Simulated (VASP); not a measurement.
**GaAg3: single point with LDA**

The system is GaAg3.

```xyz
4
Lattice="4.0742 0.0228 0.0129 0.0228 3.9765 -0.0330 0.0129 -0.0330 4.0965" Properties=species:S:1:pos:R:3 pbc="T T T"
Ga    0.0398   -0.0122    4.0867
Ag    2.0379    3.9683    1.9786
Ag    0.0346    1.9502    2.1236
Ag    2.0099    1.9783    4.0793
```

* Program: VASP 6.6.1
* Task: single point
* Functional: LDA
* Potentials or basis: VASP PAW LDA potentials, release 64 (Ga_d, Ag)
* Cutoff: 520 eV
* k mesh: 4 × 4 × 4
* Occupations: fermi-dirac, width 0.1 eV
* Spin: no spin polarisation
* Dipole correction: no
* Further INCAR settings: ALGO = Normal; EDIFF = 1e-06; NBANDS = 31

* Pressure: -4.5 GPa
* Largest force: 0.441 eV/Å
* Band gap on the k mesh: zero (bands 23 and 24 overlap by 4.38 eV)

Forces on the atoms (eV/Å):
```
Ga  -0.181 -0.043  0.109
Ag   0.234 -0.017  0.041
Ag  -0.323  0.093 -0.286
Ag   0.269 -0.034  0.135
```

Stress tensor (GPa, compression positive):
```
-4.69 -0.48  0.23
-0.48 -4.12  0.56
 0.23  0.56 -4.65
```

Levels at points of the mesh, in eV from the Fermi level:
```
           k point  band 20  band 21  band 22  band 23  band 24  band 25  band 26  band 27
(0.00, 0.00, 0.00)    -3.16    -3.15    -0.53    -0.47    -0.10     1.99     4.90     5.39
(0.50, 0.00, 0.00)    -4.23    -3.82    -3.16     2.49     2.86     3.22     4.19     4.73
(0.00, 0.50, 0.00)    -4.25    -3.90    -3.26     2.34     3.07     3.14     4.34     4.45
(0.50, 0.50, 0.00)    -4.22    -3.31    -2.67    -1.57    -1.45     4.64     5.02     6.87
(0.00, 0.00, 0.50)    -4.21    -3.82    -3.15     2.60     2.86     3.17     4.29     4.70
(0.50, 0.00, 0.50)    -4.25    -3.42    -2.83    -1.68    -1.62     5.01     5.26     7.31
(0.00, 0.50, 0.50)    -4.14    -3.34    -2.68    -1.62    -1.44     4.57     5.20     6.86
(0.50, 0.50, 0.50)    -3.37    -2.51    -2.42    -2.37    -1.14    -0.90     2.11     2.18
```

It took 44 s on 1 thread of Intel(R) Xeon(R) Platinum 8488C (Sapphire Rapids), with other jobs on the host, peak memory 0.18 GiB.

Caveat: the k points lie up to 0.40 Å⁻¹ apart, too coarse for converged energies and pressures of a metal.
